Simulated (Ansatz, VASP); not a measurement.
Mo in VASP and in Ansatz

```
Mo
1.0
    -1.56465    1.51771    1.56465
     1.56465   -1.51771    1.56465
     1.56465    1.51771   -1.56465
Mo
1
Direct
  0.00000 0.00000 0.00000
```

Change from the starting cell: strain -0.0300 x Voigt [0, 1, 0, 0, 0, 0], atoms carried along.

Alike in both runs: task single point; functional PBEsol; k mesh 26 × 26 × 26; occupations gaussian, width 0.15 eV; no spin polarisation.

|  | VASP | Ansatz |
| --- | --- | --- |
| version | VASP 6.6.1 | Ansatz 0.2.0 |
| potentials or method | VASP PAW PBE potentials, release 64 (Mo_sv), cutoff 520 eV | scalar-relativistic, plane waves, PAW |
| valence electrons in the cell | 14 | 14 |

VASP gave:

- gap on the k mesh at the Fermi level (eV): none
- pressure (GPa): 10.0
- traceless stress, the component that is largest in VASP (GPa): 7.24

What did Ansatz give for the same quantities?

gap on the k mesh at the Fermi level (eV): none; pressure (GPa): 9.3; traceless stress, the component that is largest in VASP (GPa): 7.24.

VASP's potentials were made for PBE, not for PBEsol. A gap of «none» marks a metal or a gap that the smearing closes. With one functional, cell and mesh, what is left measures potentials, basis and numerics.
